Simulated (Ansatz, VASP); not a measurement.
## Two plane-wave programs on Mo

INCAR

```
SYSTEM = Mo
PREC = Accurate
ENCUT = 520
EDIFF = 1E-6
ISMEAR = 0
SIGMA = 1.0
LREAL = .FALSE.
LASPH = .TRUE.
NELM = 100
ALGO = Normal
ISIF = 2
LWAVE = .FALSE.
LCHARG = .FALSE.
NBANDS = 13
```

File KPOINTS:

```
regular mesh
0
G
  14 14 14
  0 0 0
```

POSCAR

```
Mo
1.0
   -1.5565618036      1.5565618036      1.5565618036
    1.5565618036     -1.5565618036      1.5565618036
    1.5565618036      1.5565618036     -1.5565618036
Mo
1
Direct
    0.0000000000      0.0000000000      0.0000000000
```

Input for Ansatz:

```yaml
crystal:
  lattice:
    - [-1.5565618036, 1.5565618036, 1.5565618036]
    - [1.5565618036, -1.5565618036, 1.5565618036]
    - [1.5565618036, 1.5565618036, -1.5565618036]
  atoms:
    - { symbol: Mo, position: [0.0, 0.0, 0.0] }
hamiltonian:
  xc: lda
  pseudopotentials:
    kind: paw
    azcp:
      Mo: "pseudopotentials/Mo.paw.azcp"
basis:
  ecutwfc: 420
  fft_grid_basis: typed
kpoints:
  mp_grid: { grid: [14, 14, 14], shift: [0, 0, 0] }
magnetization:
  spin_polarized: false
scf:
  occupations: { method: gaussian, width: 1.0 }
  lower_state_search: "off"
output:
  stress: true
```

Alike in both runs: task single point; functional LDA; k mesh 14 × 14 × 14; occupations gaussian, width 1 eV; no spin polarisation.

|  | VASP | Ansatz |
| --- | --- | --- |
| version | VASP 6.6.1 | Ansatz 0.2.0 |
| potentials or method | VASP PAW LDA potentials, release 64 (Mo_sv), cutoff 520 eV | plane waves (420 eV) with PAW, scalar-relativistic |
| valence electrons in the cell | 14 | 14 |

|  | VASP | Ansatz | Ansatz less VASP |
| --- | --- | --- | --- |
| pressure (GPa) | 2.3 | 1.1 | -1.20 |

Ansatz warns that its potentials were made for another functional, while VASP's fit it. LDA's correlation is that of Perdew and Zunger in VASP and of Perdew and Wang (1992) in Ansatz.
